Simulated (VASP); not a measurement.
Runs of VASP 6.6.1 on MgO. The structure is that of space group Fm-3m (No. 225), or close to it. The cells are those of the table. 

```csv
task,potentials or basis,cell,cutoff (eV),second run,gap on the mesh (eV),pressure (GPa)
single point,"VASP PAW PBE potentials, release 64 (Mg_sv, O)","a = 2.973 Å, angles 60.0°, 2 atoms",660,valence_matched,5.71,-0.2
single point,"VASP PAW PBE potentials, release 64 (Mg, O)","a = 2.973 Å, angles 60.0°, 2 atoms",520,-,(b),-1.1
single point,"VASP PAW PBE potentials, release 64 (Mg, O)","a = 3.002 Å, angles 60.0°, 2 atoms",520,-,5.36,-5.8
relaxation of cell and atoms,"VASP PAW PBE potentials, release 64 (Mg, O)","relaxed from a = 2.982 Å, angles 60.0°, 2 atoms",600,-,5.75,0.0
single point,"VASP PAW PBE potentials, release 64 (Mg_sv, O)","a = 3.031 Å, angles 60.0°, 2 atoms",660,valence_matched,5.14,-8.8
single point,"VASP PAW PBE potentials, release 64 (Mg_sv, O)","a = 2.912 Å, angles 60.0°, 2 atoms",660,valence_matched,6.37,11.7
single point,"VASP PAW PBE potentials, release 64 (Mg, O)","a = 2.849 Å, angles 60.0°, 2 atoms",520,-,7.07,26.6
single point,"VASP PAW PBE potentials, release 64 (Mg, O)","a = 2.982 Å, angles 60.0°, 2 atoms",520,-,5.57,-2.6
single point,"VASP PAW PBE potentials, release 64 (Mg, O)","a = 3.031 Å, angles 60.0°, 2 atoms",520,-,(a),-9.7
```

Alike in all rows: level r2SCAN; no spin polarisation; k mesh 10 × 10 × 10; smearing gaussian 0.02 eV.

Question: Estimate the missing entries.

Answer: (a) 5.09; (b) 5.66.

Caveats: the PAW data sets were made with another functional, which shifts forces and pressure a little.

The runs don't all hold the same shells in valence.
